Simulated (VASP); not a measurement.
Set up this calculation in VASP 6.6.1, as the native input.

* Task: single point
* Functional: PBE
* Potentials or basis: VASP PAW PBE potentials, release 64 (As, Pb_d)
* Cutoff: 500 eV
* k mesh: 4 × 4 × 4
* Occupations: gaussian, width 0.1 eV
* Spin: no spin polarisation
* Dipole correction: no
* Further INCAR settings: ALGO = Normal; EDIFF = 1e-06; NBANDS = 24

The structure of AsPb2 lies in POSCAR:

```
AsPb2
1.0
    0.0000000000      3.5599457300      3.5599457300
    3.5599457300      0.0000000000      3.5599457300
    3.5599457300      3.5599457300      0.0000000000
As Pb
1 2
Direct
    0.0000000000      0.0000000000      0.0000000000
    0.2500000000      0.2500000000      0.2500000000
    0.7500000000      0.7500000000      0.7500000000
```

The cell was built from a structure type or drawn by symmetry, and may not be a known phase.

One way to write it, as run:

INCAR

```
SYSTEM = AsPb2
PREC = Accurate ; ENCUT = 500
EDIFF = 1E-6 ; ISMEAR = 0
SIGMA = 0.1 ; LREAL = .FALSE.
LASPH = .TRUE. ; NELM = 120
ALGO = Normal ; ISIF = 2
LWAVE = .FALSE. ; LCHARG = .FALSE.
GGA = PE ; NBANDS = 24
GGA_COMPAT = .FALSE.
```

KPOINTS

```
regular mesh
0
G
  4 4 4
  0 0 0
```

Potentials or basis: VASP PAW PBE potentials, release 64 (As, Pb_d).

The run is started by

```bash
$ cat potpaw_PBE.64/As/POTCAR potpaw_PBE.64/Pb_d/POTCAR > POTCAR
$ mpirun -np 1 vasp_std > vasp.out
```

It gave:

The pressure is 2.8 GPa. The band gap on the k mesh is zero (an odd number of electrons rules out a gap without spin polarisation).

Caveat: the k points lie up to 0.38 Å⁻¹ apart, too coarse for converged energies and pressures of a metal; spin-orbit coupling is left out, which moves the levels of the heavy elements.

It took 37 s on 1 thread of Intel Xeon 8259CL, with other jobs on the host, peak memory 0.23 GiB.
